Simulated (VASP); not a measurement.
# Ge3I (P-3m1) in VASP: single point with PBE

Aim: the single point of Ge3I with PBE.

All numbers are computed with VASP 6.6.1; they aren't measurements. Logs are shortened: lines on timing, memory, paths and dates and some standing lists are left out, and cuts for length are marked.

### Step 1. The cell of the first run

Symmetry: P-3m1, No. 164, trigonal system. Conventional cell: a = 4.392 Å, b = 4.392 Å, c = 15.036 Å, α = 90.00°, β = 90.00°, γ = 120.00°. Ge (site symmetry 3m) has 7 Ge at 2.58 to 3.35 Å within 3.4 Å. Within 3.4 Å of Ge (site symmetry 3m) lie 1 I at 2.60 Å and 3 Ge at 2.61 Å. Ge (site symmetry 3m) has 9 Ge at 2.58 to 3.35 Å within 3.4 Å. I (site symmetry 3m) has 1 Ge at 2.60 Å within 3.4 Å.

### Step 2. Single point, PBE (31.40 Å³/atom)

File INCAR:

```
SYSTEM = Ge3I
PREC = Accurate ; ENCUT = 520
EDIFF = 1E-6 ; ISMEAR = 0
SIGMA = 0.1 ; LREAL = .False.
LASPH = .True. ; NELM = 100
ALGO = Normal ; ISIF = 2
LWAVE = .False. ; LCHARG = .True.
GGA = PE ; LELF = .True.
LVHAR = .True. ; NBANDS = 59
```

File KPOINTS:

```
Automatic mesh
0
Gamma
  12 12 2
  0 0 0
```

File POSCAR:

```
Ge3I
1.0
    4.3920588580      0.0000000000      0.0000000000
   -2.1960294290      3.8036345459      0.0000000000
    0.0000000000      0.0000000000     15.0358258158
Ge I
6 2
Direct
    0.0000000000      0.0000000000      0.0884332748
    0.0000000000      0.0000000000      0.9115667252
    0.3333333333      0.6666666667      0.4791806358
    0.6666666667      0.3333333333      0.5208193642
    0.3333333333      0.6666666667      0.9423765008
    0.6666666667      0.3333333333      0.0576234992
    0.3333333333      0.6666666667      0.3064944174
    0.6666666667      0.3333333333      0.6935055826
```

Potentials or basis: VASP PAW PBE potentials, release 64 (Ge_d, I).

The run is started by

```console
$ cat potpaw_PBE.64/Ge_d/POTCAR potpaw_PBE.64/I/POTCAR > POTCAR
$ mpirun -np 1 vasp_std > vasp.out
```

OUTCAR:

```text
SYSTEM = Ge3I
   PREC = Accurate
   ENCUT = 520
   EDIFF = 1E-6
   ISMEAR = 0
   LREAL = .False.
   LASPH = .True.
   NELM = 100
   ISIF = 2
   GGA = PE

 ion  position               nearest neighbor table
   1  0.000  0.000  0.088-   6 2.58   6 2.58   6 2.58   2 2.66
   2  0.000  0.000  0.912-   5 2.58   5 2.58   5 2.58   1 2.66
   3  0.333  0.667  0.479-   7 2.60   4 2.61   4 2.61   4 2.61
   4  0.667  0.333  0.521-   8 2.60   3 2.61   3 2.61   3 2.61
   5  0.333  0.667  0.942-   2 2.58   2 2.58   2 2.58
   6  0.667  0.333  0.058-   1 2.58   1 2.58   1 2.58
   7  0.333  0.667  0.306-   3 2.60
   8  0.667  0.333  0.694-   4 2.60

  LATTYP: Found a hexagonal cell.
 ALAT       =     4.3920588580
 C/A-ratio  =     3.4234117306

  Lattice vectors:

 A1 = (   4.3920588580,   0.0000000000,   0.0000000000)
 A2 = (  -2.1960294290,   3.8036345459,   0.0000000000)
 A3 = (   0.0000000000,   0.0000000000,  15.0358258158)

Analysis of symmetry for initial positions (statically):
=====================================================================
 Subroutine PRICEL returns:
 Original cell was already a primitive cell.

 Routine SETGRP: Setting up the symmetry group for a
 hexagonal supercell.

 Subroutine GETGRP returns: Found 12 space group operations
 (whereof 12 operations were pure point group operations)
 out of a pool of 24 trial point group operations.

The static configuration has the point symmetry D_3d.

Analysis of symmetry for dynamics (positions and initial velocities):
=====================================================================
 Subroutine PRICEL returns:
 Original cell was already a primitive cell.

 Routine SETGRP: Setting up the symmetry group for a
 hexagonal supercell.

 Subroutine GETGRP returns: Found 12 space group operations
 (whereof 12 operations were pure point group operations)
 out of a pool of 24 trial point group operations.

The dynamic configuration has the point symmetry D_3d.

 Subroutine INISYM returns: Found 12 space group operations
 (whereof 12 operations are pure point group operations),
 and found     1 'primitive' translations

----------------------------------------------------------------------------------------

                                     Primitive cell

  volume of cell :     251.1853

  direct lattice vectors                    reciprocal lattice vectors
     4.392058858  0.000000000  0.000000000     0.227683652  0.131453218  0.000000000
    -2.196029429  3.803634546  0.000000000     0.000000000  0.262906435  0.000000000
     0.000000000  0.000000000 15.035825816     0.000000000  0.000000000  0.066507820

  length of vectors
     4.392058858  4.392058858 15.035825816     0.262906435  0.262906435  0.066507820

  position of ions in fractional coordinates (direct lattice)
     0.000000000  0.000000000  0.088433275
     0.000000000  0.000000000  0.911566725
     0.333333333  0.666666667  0.479180636
     0.666666667  0.333333333  0.520819364
     0.333333333  0.666666667  0.942376501
     0.666666667  0.333333333  0.057623499
     0.333333333  0.666666667  0.306494417
     0.666666667  0.333333333  0.693505583

  ion indices of the primitive-cell ions
   primitive index   ion index
                 1           1
                 2           2
                 3           3
                 4           4
                 5           5
                 6           6
                 7           7
                 8           8

----------------------------------------------------------------------------------------

 KPOINTS: Automatic mesh

Automatic generation of k-mesh.
 Grid dimensions read from file:
 generate k-points for:   12   12    2

 Generating k-lattice:

  Cartesian coordinates                     Fractional coordinates (reciprocal lattice)
     0.018973638  0.010954435  0.000000000     0.083333333  0.000000000  0.000000000
     0.000000000  0.021908870  0.000000000     0.000000000  0.083333333  0.000000000
     0.000000000  0.000000000  0.033253910     0.000000000  0.000000000  0.500000000

  Length of vectors
     0.021908870  0.021908870  0.033253910

  Shift w.r.t. Gamma in fractional coordinates (k-lattice)
     0.000000000  0.000000000  0.000000000

 Subroutine IBZKPT returns following result:
 ===========================================

 Found     38 irreducible k-points:

 Following reciprocal coordinates:
            Coordinates               Weight
  0.000000  0.000000  0.000000      1.000000
  0.083333  0.000000  0.000000      6.000000
  0.166667  0.000000  0.000000      6.000000
  0.250000  0.000000  0.000000      6.000000
  0.333333  0.000000  0.000000      6.000000
  0.416667  0.000000  0.000000      6.000000
[... 16 lines left out ...]
  0.250000  0.000000  0.500000      6.000000
  0.333333  0.000000  0.500000      6.000000
 [... further k-points ...]
   k-points           NKPTS =     38   k-points in BZ     NKDIM =     38   number of bands    NBANDS=     59
   number of dos      NEDOS =    301   number of ions     NIONS =      8
   total plane-waves  NPLWV = 145152
   dimension x,y,z NGX =    36 NGY =   36 NGZ =  112
   dimension x,y,z NGXF=    72 NGYF=   72 NGZF=  224
   ions per type =               6   2
   NGX,Y,Z   is equivalent  to a cutoff of  13.63, 13.63, 12.38 a.u.
   NGXF,Y,Z  is equivalent  to a cutoff of  27.25, 27.25, 24.77 a.u.
 SYSTEM =  Ge3I
   PREC   = accura    normal or accurate (medium, high low for compatibility)
   ISTART =      0    job   : 0-new  1-cont  2-samecut
   ICHARG =      2    charge: 1-file 2-atom 10-const
   ISPIN  =      1    spin polarized calculation?
   LNONCOLLINEAR =      F non collinear calculations
   LSORBIT =      F    spin-orbit coupling
   LASPH  =      T    aspherical Exc in radial PAW
   ENCUT  =  520.0 eV  38.22 Ry    6.18 a.u.   8.17  8.17 27.96*2*pi/ulx,y,z
   NELM   =    100;   NELMIN=  2; NELMDL= -5     # of ELM steps
   EDIFF  = 0.1E-05   stopping-criterion for ELM
   LREAL  =      F    real-space projection
   EDIFFG = 0.1E-04   stopping-criterion for IOM
   NSW    =      0    number of steps for IOM
   IBRION =     -1    ionic relax: 0-MD 1-quasi-New 2-CG
   NFREE  =      0    steps in history (QN), initial steepest desc. (CG)
   ISIF   =      2    stress and relaxation
   ISYM   =      2    0-nonsym 1-usesym 2-fastsym
   POTIM  = 0.5000    time-step for ionic-motion
   TEBEG  =    0.0;   TEEND  =   0.0 temperature during run
   PSTRESS=    0.0 pullay stress
   NELECT =      98.0000    total number of electrons
   NUPDOWN=      -1.0000    fix difference up-down
   EMIN   =  10.00;   EMAX   =-10.00  energy-range for DOS
   EFERMI =   0.00;   METHOD = LEGACY
   ISMEAR =     0;   SIGMA  =   0.10  broadening in eV -4-tet -1-fermi 0-gaus
   EFERMI_NEDOS =   21; number of points for ismear=-14 and -15
   IALGO  =     38    algorithm
   IMIX   =      4    mixing-type and parameters
     AMIX     =   0.40;   BMIX     =  1.00
     AMIX_MAG =   1.60;   BMIX_MAG =  1.00
  volume/ion in A,a.u.               =      31.40       211.89
  Fermi-wavevector in a.u.,A,eV,Ry     =   1.196241  2.260568 19.469844  1.430993
  Thomas-Fermi vector in A             =   2.332187
   LORBIT       =      0    0 simple, 1 ext, 2 COOP (PROOUT), +10 PAW based schemes
   GGA     = PE    functional components
   LHFCALC =     F    Hartree Fock is set to
   AEXX    =    0.0000 exact exchange contribution
   IVDW    =     0    specifies the selected vdW correction
   LEPSILON=     F    determine dielectric tensor
   LRPA    =     F    only Hartree local field effects (RPA)
 non-spin polarized calculation
 Gauss-broadening in eV      SIGMA  =   0.10
  energy-cutoff  :      520.00
  volume of cell :      251.19
 maximum number of plane-waves:      6792
 NGX is ok and might be reduce to    36
   NGX = 17   NGY = 17   NGZ = 55

 number of electron      97.9999931 magnetization

 Free energy of the ion-electron system (eV)
  ---------------------------------------------------
  ext. energy  EPLUGINS =         0.00000000
  ---------------------------------------------------
  free energy    TOTEN  =       -28.96763418 eV

  energy without entropy =      -28.96171154  energy(sigma->0) =      -28.96467286

 E-fermi :   3.2838     XC(G=0):  -8.6218

 val. band max:        3.1769390031   @ k =   0.4167   0.0000   0.5000
 cond. band min:       3.3078274347   @ k =   0.1667   0.0000   0.0000
 fundamental gap:      0.1308884316
 Fermi energy:         3.2838213919

 k-point     1 :       0.0000    0.0000    0.0000
  band No.  band energies     occupation
      1     -21.9505      2.00000
      2     -21.9383      2.00000
      3     -21.9383      2.00000
      4     -21.9214      2.00000
      5     -21.9214      2.00000
      6     -21.8920      2.00000
[... 51 lines left out ...]
     58       6.2344      0.00000
     59       6.6566      0.00000

 k-point     2 :       0.0833    0.0000    0.0000
  band No.  band energies     occupation
      1     -21.9517      2.00000
      2     -21.9424      2.00000
      3     -21.9407      2.00000
      4     -21.9191      2.00000
      5     -21.9181      2.00000
      6     -21.8884      2.00000
[... 51 lines left out ...]
     58       6.3422      0.00000
     59       6.8455      0.00000

 k-point     3 :       0.1667    0.0000    0.0000
  band No.  band energies     occupation
      1     -21.9548      2.00000
      2     -21.9496      2.00000
      3     -21.9454      2.00000
      4     -21.9150      2.00000
      5     -21.9124      2.00000
      6     -21.8796      2.00000
[... 1238 lines left out ...]
      5     -21.9065      2.00000
      6     -21.8693      2.00000
[... 51 lines left out ...]
     58       7.3733      0.00000
     59       7.3811      0.00000

 k-point    24 :       0.3333    0.0000    0.5000
  band No.  band energies     occupation
      1     -21.9624      2.00000
      2     -21.9605      2.00000
      3     -21.9531      2.00000
      4     -21.9101      2.00000
      5     -21.9010      2.00000
      6     -21.8643      2.00000
[... 51 lines left out ...]
     58       7.9131      0.00000
     59       8.0146      0.00000

 [... further k-points ...]

------------------------ aborting loop because EDIFF is reached ----------------------------------------

  FORCE on cell =-STRESS in cart. coord.  units (eV):
  Direction    XX          YY          ZZ          XY          YZ          ZX
  --------------------------------------------------------------------------------------
  -------------------------------------------------------------------------------------
  Total       -0.4549434     -0.4549434     -0.4353520     -0.0000000     -0.0000000      0.0000000
  in kB       -2.9018419     -2.9018419     -2.7768785     -0.0000000     -0.0000000      0.0000000
  external PRESSURE =      -2.8601874 kB  Pullay stress =       0.0000000 kB

 VOLUME and BASIS-vectors are now :
 -----------------------------------------------------------------------------
  energy-cutoff  :      520.00
  volume of cell :      251.19
      direct lattice vectors                 reciprocal lattice vectors
     4.392058858  0.000000000  0.000000000     0.227683652  0.131453218  0.000000000
    -2.196029429  3.803634546  0.000000000     0.000000000  0.262906435  0.000000000
     0.000000000  0.000000000 15.035825816     0.000000000  0.000000000  0.066507820

 POSITION                                       TOTAL-FORCE (eV/Angst)
 -----------------------------------------------------------------------------------
      0.00000      0.00000      1.32967        -0.000000     -0.000000      0.004733
      0.00000      0.00000     13.70616         0.000000      0.000000     -0.004733
     -0.00000      2.53576      7.20488        -0.000000     -0.000000      0.000195
      2.19603      1.26788      7.83095         0.000000      0.000000     -0.000195
     -0.00000      2.53576     14.16941        -0.000000     -0.000000     -0.004367
      2.19603      1.26788      0.86642         0.000000      0.000000      0.004367
     -0.00000      2.53576      4.60840         0.000000      0.000000      0.000773
      2.19603      1.26788     10.42743         0.000000     -0.000000     -0.000773
 -----------------------------------------------------------------------------------
    total drift:                                0.000000      0.000000      0.000000

  FREE ENERGIE OF THE ION-ELECTRON SYSTEM (eV)
  ---------------------------------------------------
  free  energy   TOTEN  =       -28.9676341753 eV

  energy  without entropy=      -28.9617115433  energy(sigma->0) =      -28.96467286
```

Run time: 24 min. Hardware: 1 thread of Oxide Virtual Turin-like, shared host; peak memory 0.6 GiB.

What came out:

```yaml
Free_energy: -28.9676 eV
Pressure: -0.3 GPa
Largest_force: 0.005 eV/Å
Band_gap_on_the_k_mesh: zero (bands 49 and 50 overlap by 1.28 eV)
```

Forces on the atoms (eV/Å):
```
Ge   0.000  0.000  0.005
Ge   0.000  0.000 -0.005
Ge   0.000  0.000  0.000
Ge   0.000  0.000  0.000
Ge   0.000  0.000 -0.004
Ge   0.000  0.000  0.004
I    0.000  0.000  0.001
I    0.000  0.000 -0.001
```

Levels at points of the mesh, in eV from the Fermi level:
```
           k point  band 47  band 48  band 49  band 50  band 51  band 52
(0.00, 0.00, 0.00)    -1.41    -1.30    -1.30    -0.53    -0.53     0.94
(0.50, 0.00, 0.00)    -1.10    -1.05    -1.03    -0.46     0.26     1.22
(0.00, 0.00, 0.50)    -1.41    -1.30    -1.30    -0.53    -0.53     1.46
(0.50, 0.00, 0.50)    -1.29    -0.89    -0.85    -0.44     0.17     1.35
```

Caveat: spin-orbit coupling is left out, which moves the levels of the heavy elements.
